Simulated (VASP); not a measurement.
TaN: single point with PBEsol

Crystal: TaN.

```
CELL_PARAMETERS angstrom
2.96267 0.00000 0.00000
-1.48134 2.56575 0.00000
0.00000 0.00000 2.68448
ATOMIC_POSITIONS crystal
Ta 0.33333 0.66667 0.50000
N 0.00000 0.00000 0.00000
```

This cell differs from its parent crystal: volume 10.203 Å^3 an atom, c/a of the conventional cell 0.9061.

```
Program             : VASP 6.6.1
Task                : single point
Functional          : PBEsol
Potentials or basis : VASP PAW PBE potentials, release 64 (Ta_pv, N)
Cutoff              : 520 eV
k mesh              : 21 × 21 × 18
Occupations         : gaussian, width 0.15 eV
Spin                : no spin polarisation
```

```yaml
Pressure: 21.5 GPa
Band_gap_on_the_k_mesh: zero (band 8 reaches 9.10 eV, above the bottom of band 9 at 8.62 eV)
```

Stress tensor (GPa, compression positive):
```
 0.94  0.00  0.00
 0.00  0.94  0.00
 0.00  0.00 62.70
```

Levels at points of the mesh, in eV from the Fermi level:
```
           k point  band 4  band 5  band 6  band 7  band 8  band 9  band 10  band 11  band 12  band 13
(0.00, 0.00, 0.00)  -18.26   -5.48   -5.48   -4.45   -2.43    1.98     4.29     4.29     4.54     4.54
(0.00, 0.00, 0.50)  -14.97   -9.71   -4.62   -4.62   -0.06   -0.06     2.81     2.81     3.63     8.32
```

It took 62 s on 1 thread of Intel(R) Xeon(R) Platinum 8488C (Sapphire Rapids), on a shared host, peak memory 0.26 GiB.

Caveat: the PAW data sets were made with another functional, which shifts forces and pressure a little; spin-orbit coupling is left out, which moves the levels of the heavy elements.
